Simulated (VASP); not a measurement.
Crystal: KH3.

```
K H
1.0
     1.77372   -3.03980    0.00000
     1.77372    3.03980    0.00000
     0.00000    0.00000    6.07574
K H
1 3
Direct
  0.00000 0.00000 0.12500
  0.00000 0.50000 0.99118
  0.50000 0.00000 0.99118
  0.50000 0.50000 0.75000
```

The cell was generated, and may not be a known phase.

```yaml
Program: VASP 6.6.1
Task: relaxation of cell and atoms
Functional: PBE
Potentials_or_basis: VASP PAW PBE potentials, release 64 (K_sv, H)
Cutoff: 600 eV
k_mesh: 6 × 6 × 4
Occupations: gaussian, width 0.1 eV
Spin: no spin polarisation
```

At the start: pressure 7.8 GPa; volume 16.38 Å³/atom.

Task: Where does the relaxation end?

Result: Over 27 steps the energy falls by 863.8 meV/atom and the volume is 14.59 Å³/atom (-10.9 %); space group Cmm2 (No. 35, to 0.1 Å) before and after.

The path:
```
step  energy change (eV)  largest force (eV/Å)  pressure (GPa)  volume (Å³)
   1              0.0000                2.6581            7.79        65.52
   2             -1.3433                1.0889            1.09        73.00
   3             -1.8409                0.1936           -2.18        79.75
   4             -1.9056                0.4740           -4.51        92.87
   5             -1.9466                0.4046           -4.22        89.44
   6             -1.9586                0.2691           -3.73        85.92
   7             -2.3158                0.1996           -3.80        79.07
   8             -3.1267                0.6238           -0.11        58.90
   9             -3.1218                0.7253            0.96        57.14
  10             -3.1278                0.6621            0.28        58.21
  11             -3.2784                0.6859            0.63        56.10
  12             -3.3723                0.3867            2.57        52.03
  13             -3.3784                0.5056            2.02        52.88
  14             -3.4267                0.1335           -0.28        56.05
  15             -3.4298                0.0635            0.10        55.37
  16             -3.4332                0.0515            0.04        55.56
  17             -3.4355                0.0767           -0.02        55.86
  18             -3.4384                0.0524           -0.09        55.97
  19             -3.4409                0.0607           -0.21        56.18
  20             -3.4429                0.0542           -0.09        56.05
  21             -3.4465                0.0350            0.31        55.65
  22             -3.4435                0.0111            1.17        54.85
  23             -3.4470                0.0242            0.54        55.42
  24             -3.4496                0.0077            0.43        55.93
  25             -3.4539                0.0523            0.11        57.46
  26             -3.4542                0.0691           -0.01        58.02
  27             -3.4552                0.0222           -0.06        58.36
```

Final structure:
```
CELL_PARAMETERS angstrom
1.34629 -4.97910 0.00000
1.34629 4.97910 0.00000
0.00000 0.00000 4.35329
ATOMIC_POSITIONS crystal
K 0.00000 0.00000 0.17289
H 0.00000 0.50000 0.00718
H 0.50000 0.00000 0.00718
H 0.50000 0.50000 0.67012
```

Caveat: a cell axis changed by over 15 % at a fixed basis, so the end point is rough.
